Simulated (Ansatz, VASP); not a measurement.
## One calculation of SbMo2, two programs

```xyz
3
Lattice="4.4559 0.0000 0.0000 -2.2279 3.8589 0.0000 0.0000 0.0000 3.2377" Properties=species:S:1:pos:R:3 pbc="T T T"
Sb    0.0000    0.0000    0.0000
Mo    0.0000    2.5726    1.6188
Mo    2.2279    1.2863    1.6188
```

Alike in both runs: task single point; functional PBE; k mesh 6 × 6 × 6; occupations gaussian, width 0.1 eV; collinear spin.

```csv
,VASP,Ansatz
version,VASP 6.6.1,Ansatz 0.2.0
potentials or method,"VASP PAW PBE potentials, release 64 (Sb, Mo_sv), cutoff 520 eV","scalar-relativistic, plane waves, PAW"
valence electrons in the cell,33,43
```

|  | VASP | Ansatz | Ansatz less VASP |
| --- | --- | --- | --- |
| gap on the k mesh at the Fermi level (eV) | none | none | - |
| pressure (GPa) | 0.2 | 0.0 | -0.21 |
| traceless stress, the component that is largest in VASP (GPa) | -0.10 | 0.05 | +0.142 |
| net moment per atom (μB) | 0.00 | 0.00 | 0.000 |

A gap of «none» marks a metal or a gap that the smearing closes. VASP's potentials hold 33 valence electrons a cell and Ansatz's 43, so a difference there can come from the potentials and not from the codes. Ansatz's warnings: seeded moment not kept.

Spin-orbit coupling is off throughout.
